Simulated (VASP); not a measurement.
# ZrTi: single point with LDA

Crystal: ZrTi.

```
Zr Ti
1.0
     3.11193    0.00000    0.00000
     0.00000    3.11193    0.00000
     0.00000    0.00000    4.19777
Zr Ti
1 1
Direct
  0.50000 0.50000 0.50000
  0.00000 0.00000 0.00000
```

```yaml
Program: VASP 6.6.1
Task: single point
Functional: LDA
Potentials_or_basis: VASP PAW LDA potentials, release 64 (Zr_sv, Ti_sv)
Cutoff: 520 eV
k_mesh: 16 × 16 × 12
Occupations: gaussian, width 0.15 eV
Spin: no spin polarisation
```

```
Pressure               : -7.4 GPa
Band gap on the k mesh : zero (band 12 reaches 9.19 eV, above the bottom of band 13 at 7.84 eV)
```

Stress tensor (GPa, compression positive):
```
-7.47  0.00  0.00
 0.00 -7.47  0.00
 0.00  0.00 -7.37
```

Levels at points of the mesh, in eV from the Fermi level:
| k point | band 8 | band 9 | band 10 | band 11 | band 12 | band 13 | band 14 | band 15 | band 16 | band 17 |
| --- | --- | --- | --- | --- | --- | --- | --- | --- | --- | --- |
| (0.00, 0.00, 0.00) | -25.98 | -5.72 | -2.76 | -2.06 | 0.69 | 0.69 | 1.12 | 2.12 | 2.89 | 3.49 |
| (0.50, 0.00, 0.00) | -25.93 | -2.31 | -1.73 | -0.46 | -0.18 | -0.10 | -0.02 | 1.28 | 1.77 | 2.20 |
| (0.50, 0.50, 0.00) | -26.17 | -3.18 | -2.41 | -1.88 | -1.88 | 2.68 | 2.68 | 3.06 | 3.32 | 4.61 |
| (0.00, 0.00, 0.50) | -25.99 | -3.58 | -3.20 | -0.93 | -0.53 | 1.05 | 1.52 | 1.52 | 1.93 | 2.31 |
| (0.50, 0.00, 0.50) | -25.92 | -3.05 | -2.52 | 0.43 | 0.47 | 0.75 | 0.78 | 1.15 | 1.26 | 3.14 |
| (0.50, 0.50, 0.50) | -26.21 | -2.08 | -1.01 | -0.82 | -0.82 | -0.12 | -0.12 | 1.59 | 3.06 | 3.34 |

Wall time 97 s on 1 thread of Intel(R) Xeon(R) Platinum 8488C (Sapphire Rapids), on a shared host, peak memory 0.33 GiB.
